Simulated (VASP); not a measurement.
A run of VASP 6.6.1:

The input INCAR:

```
SYSTEM = Sb
PREC = Accurate
ENCUT = 500
EDIFF = 1E-6
ISMEAR = -1
SIGMA = 0.05
LREAL = .False.
LASPH = .True.
NELM = 120
ALGO = Normal
ISIF = 2
LWAVE = .False.
LCHARG = .False.
GGA = PS
NBANDS = 12
GGA_COMPAT = .False.
```

KPOINTS

```
Automatic mesh
0
Gamma
  9 9 9
  0 0 0
```

Contents of POSCAR:

```
Sb
1.0
    2.1506003320      1.2416496806      3.8563200000
   -2.1506003320      1.2416496806      3.8563200000
    0.0000000000     -2.4832993611      3.8563200000
Sb
2
Direct
    0.2336400000      0.2336400000      0.2336400000
    0.7663600000      0.7663600000      0.7663600000
```

Potentials or basis: VASP PAW PBE potentials, release 64 (Sb).

Run with:

```console
$ cat potpaw_PBE.64/Sb/POTCAR > POTCAR
$ mpirun -np 1 vasp_std > vasp.out
```

Hardware: 1 thread of Intel(R) Xeon(R) 6975P-C (Granite Rapids) (shared host).

Problem. How long does it take, and how much memory?

Solution. Run time: 17 s on 1 thread of Intel(R) Xeon(R) 6975P-C (Granite Rapids), on a shared host, peak memory 0.22 GiB. Counts: scf iterations 10, k points 85.
